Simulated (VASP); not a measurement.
Li2ZnO2: relaxation of cell and atoms with PBE

Crystal: Li2ZnO2.

```
CELL_PARAMETERS angstrom
2.91275 0.00000 0.00000
0.00000 2.91275 0.00000
0.00000 0.00000 5.23227
ATOMIC_POSITIONS crystal
Li 0.00000 0.50000 0.50000
Li 0.50000 0.00000 0.50000
Zn 0.00000 0.00000 0.00000
O 0.50000 0.50000 0.25097
O 0.50000 0.50000 0.74903
```

* Program: VASP 6.6.1
* Task: relaxation of cell and atoms
* Functional: PBE
* Potentials or basis: VASP PAW PBE potentials, release 64 (Li_sv, Zn, O)
* Cutoff: 600 eV
* k mesh: 12 × 12 × 8
* Occupations: gaussian, width 0.02 eV
* Spin: no spin polarisation
* Dipole correction: no
* Further INCAR settings: ALGO = Normal; EDIFF = 1e-06; IBRION = 2; EDIFFG = -0.01; NSW = 100; ISIF = 3

```yaml
Relaxed_volume: 8.88 Å³/atom
Relaxed_cell: a = 2.913 Å, b = 2.913 Å, c = 5.232 Å, α = 90.00°, β = 90.00°, γ = 90.00°
Space_group_after_relaxing_to_0.05_Å: P4/mmm (No. 123)
Energy_gained_by_relaxing: 0.0 meV/atom
Ionic_steps: 2
Pressure_after_relaxing: 0.0 GPa
Band_gap_on_the_k_mesh: 0.28 eV, direct
```

Final structure:
```yaml
crystal:
  lattice:
    - [2.91307, 0.00000, 0.00000]
    - [0.00000, 2.91307, 0.00000]
    - [0.00000, 0.00000, 5.23174]
  atoms:
    - { symbol: Li, position: [0.00000, 0.50000, 0.50000] }
    - { symbol: Li, position: [0.50000, 0.00000, 0.50000] }
    - { symbol: Zn, position: [0.00000, 0.00000, 0.00000] }
    - { symbol: O, position: [0.50000, 0.50000, 0.25083] }
    - { symbol: O, position: [0.50000, 0.50000, 0.74917] }
```

Levels at points of the mesh, in eV from the valence-band top:
| k point | band 11 | band 12 | band 13 | band 14 | band 15 | band 16 | band 17 | band 18 | band 19 |
| --- | --- | --- | --- | --- | --- | --- | --- | --- | --- |
| (0.00, 0.00, 0.00) | -1.95 | -1.95 | -0.73 | -0.73 | -0.68 | 0.52 | 4.36 | 7.27 | 11.02 |
| (0.50, 0.00, 0.00) | -4.34 | -4.17 | -1.16 | -0.66 | -0.16 | 3.53 | 5.02 | 5.93 | 9.05 |
| (0.50, 0.50, 0.00) | -3.93 | -3.22 | -2.39 | -2.39 | 0.00 | 0.28 | 5.53 | 6.03 | 7.18 |
| (0.00, 0.00, 0.50) | -2.39 | -1.41 | -1.41 | -1.34 | -1.34 | 1.42 | 3.08 | 10.40 | 11.35 |
| (0.50, 0.00, 0.50) | -4.49 | -2.71 | -2.22 | -1.17 | -0.67 | 3.97 | 4.88 | 6.34 | 10.88 |
| (0.50, 0.50, 0.50) | -4.04 | -2.62 | -2.30 | -2.30 | -1.21 | 0.80 | 2.55 | 7.31 | 7.31 |

Wall time 4.1 min on 1 thread of Oxide Virtual Turin-like Processor (shared host), peak memory 0.24 GiB.

Caveat: the cutoff is under 1.25 times the usual one of these potentials, so pressure, stress and relaxed cells hold a basis-set (Pulay) error. A k mesh can miss the band edges.
